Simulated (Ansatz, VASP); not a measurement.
Ir in VASP and in Ansatz

```
Ir
1.0
     0.00000    1.86211    1.91970
     1.86211    0.00000    1.91970
     1.86211    1.86211    0.00000
Ir
1
Direct
  0.00000 0.00000 0.00000
```

Change from the starting cell: equal xx and yy strain of -3 %, crystal datasets.

Alike in both runs: task electric field gradients; functional PBE; k mesh 15 × 15 × 15; occupations fermi-dirac, width 0.05 eV; no spin polarisation.

|  | VASP | Ansatz |
| --- | --- | --- |
| version | VASP 6.6.1 | Ansatz 0.2.0 |
| potentials or method | VASP PAW PBE potentials, release 64 (Ir), cutoff 520 eV | all-electron PAW with datasets made for the crystal, scalar-relativistic |

```tsv
	VASP	Ansatz	Ansatz less VASP
pressure (GPa)	38.0	36.8	-1.13
traceless stress, the component that is largest in VASP (GPa)	-9.59	-9.62	-0.029
size of Vzz on the site where it differs most (V/Å²)	23.7	22.7	-1.02
```

Both programs put the cell under a high pressure, so it lies far from rest at this level. Ansatz ran all-electron here, and VASP with PAW potentials.

Spin-orbit coupling is off throughout.
